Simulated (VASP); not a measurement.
A run of VASP 6.6.1:

File POSCAR:

```
SrO
1.0
    0.0000000000      2.5663000000      2.5663000000
    2.5663000000      0.0000000000      2.5663000000
    2.5663000000      2.5663000000      0.0000000000
Sr O
1 1
Direct
    0.5000000000      0.5000000000      0.5000000000
    0.0000000000      0.0000000000      0.0000000000
```

The input INCAR.step1:

```
SYSTEM = SrO
PREC     = Accurate       ! precision mode
ENCUT    = 520            ! plane-wave cutoff, eV
EDIFF    = 1E-5           ! SCF threshold, eV
ISMEAR   = -1             ! smearing method
SIGMA    = 0.05           ! smearing width, eV
LREAL    = .False.        ! projectors in reciprocal space
LASPH    = .True.         ! aspherical terms in the spheres
NELM     = 60             ! most SCF steps
ALGO     = Normal         ! electronic algorithm
ISIF     = 2              ! what is computed and relaxed
LWAVE    = .True.         ! write WAVECAR
LCHARG   = .False.        ! write CHGCAR
GGA      = PE             ! functional
NBANDS   = 15             ! bands
```

Contents of INCAR.step2:

```
SYSTEM = SrO
PREC     = Accurate       ! precision mode
ENCUT    = 520            ! plane-wave cutoff, eV
EDIFF    = 1E-6           ! SCF threshold, eV
ISMEAR   = -1             ! smearing method
SIGMA    = 0.05           ! smearing width, eV
LREAL    = .False.        ! projectors in reciprocal space
LASPH    = .True.         ! aspherical terms in the spheres
NELM     = 60             ! most SCF steps
ALGO     = Normal         ! electronic algorithm
ISIF     = 2              ! what is computed and relaxed
LWAVE    = .False.        ! write WAVECAR
LCHARG   = .False.        ! write CHGCAR
GGA      = PE             ! functional
LHFCALC  = .True.         ! exact exchange
AEXX     = 0.25           ! exact-exchange fraction
PRECFOCK = Normal       
ISTART   = 1            
NBANDS   = 15             ! bands
```

Contents of KPOINTS:

```
regular mesh
0
Gamma
  5 5 5
  0 0 0
```

Potentials or basis: VASP PAW PBE potentials, release 64 (Sr_sv, O).

Run with:

```bash
$ cat potpaw_PBE.64/Sr_sv/POTCAR potpaw_PBE.64/O/POTCAR > POTCAR
$ cp INCAR.step1 INCAR
$ mpirun -np 1 vasp_std > vasp.out
$ cp INCAR.step2 INCAR
$ mpirun -np 1 vasp_std > vasp.out
```

Hardware: 1 thread of Intel(R) Xeon(R) Platinum 8488C (Sapphire Rapids) (shared host).

Problem. How long does it take, and how much memory?

Solution. Wall time 10 min on 1 thread of Intel(R) Xeon(R) Platinum 8488C (Sapphire Rapids), on a shared host, peak memory 0.17 GiB. Counts: k points 10.
